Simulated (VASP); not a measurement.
Fe:

```xyz
1
Lattice="-1.4330 1.4330 1.4330 1.4330 -1.4330 1.4330 1.4330 1.4330 -1.4330" Properties=species:S:1:pos:R:3 pbc="T T T"
Fe    0.0000    0.0000    0.0000
```

Base run:

| Property | Result |
| --- | --- |
| Program | VASP 6.6.1 |
| Functional | PBE |
| Potentials or basis | VASP PAW PBE potentials, release 64 (Fe) |
| Cutoff | 600 eV |
| k mesh | 12 × 12 × 12 |
| Occupations | fermi-dirac, width 0.1 eV |
| Spin | collinear spin, ferromagnetic start |
| Starting moments | [2.2] μB |

Its results: pressure -5.8 GPa; net moment 2.27 μB per cell; site moments Fe +2.27 μB.

Q: The run is repeated on the same cell with these changes: functional from PBE to LDA; potentials or basis from VASP PAW PBE potentials, release 64 (Fe) to VASP PAW LDA potentials, release 64 (Fe). What comes out?

A: Pressure -23.4 GPa; net moment 2.18 μB per cell; site moments Fe +2.15 μB.

Caveats: the cell stands under tension.
